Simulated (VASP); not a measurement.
A run of VASP 6.6.1 is set up as follows.

The input INCAR:

```
SYSTEM = SiC
  ALGO = Normal
  EDIFF = 1E-6
  ENCUT = 520
  GGA = PS
  ISIF = 2
  ISMEAR = 0
  LASPH = .TRUE.
  LCHARG = .FALSE.
  LREAL = .FALSE.
  LWAVE = .FALSE.
  NBANDS = 11
  NELM = 80
  PREC = Accurate
  SIGMA = 0.02
```

Contents of KPOINTS:

```
k-points
0
G
  12 12 12
  0 0 0
```

POSCAR

```
SiC
1.0
    0.0000000000      2.1783895848      2.1783895848
    2.1783895848      0.0000000000      2.1783895848
    2.1783895848      2.1783895848      0.0000000000
Si C
1 1
Direct
    0.0000000000      0.0000000000      0.0000000000
    0.7500000000      0.7500000000      0.7500000000
```

Potentials or basis: VASP PAW PBE potentials, release 64 (Si, C).

Command:

```sh
$ cat potpaw_PBE.64/Si/POTCAR potpaw_PBE.64/C/POTCAR > POTCAR
$ mpirun -np 1 vasp_std > vasp.out
```

Estimate the band gap on the k mesh.

1.23 eV, indirect (least direct gap 4.44 eV).

Predict the pressure.

0.4 GPa.

Caveat: the PAW data sets were made with another functional, which shifts forces and pressure a little.

**Experimental background.**

From “Insight into the structural, elastic and electronic properties of a new orthorhombic 6O-SiC polytype”, 2020, pmc:7200658, for a bulk crystal of SiC: band gap 2.4 eV (indirect).

Measured gap of SiC: 2.4 eV (indirect; quoted in “Insight into the structural, elastic and electronic properties of a new orthorhombic 6O-SiC polytype”, 2020, pmc:7200658). This calculation gives 1.23 eV (-1.17 eV). The value is that of PBEsol on a finite k mesh, which can miss the band edges, without temperature or zero-point motion. Semilocal functionals fall short of measured gaps as a rule.
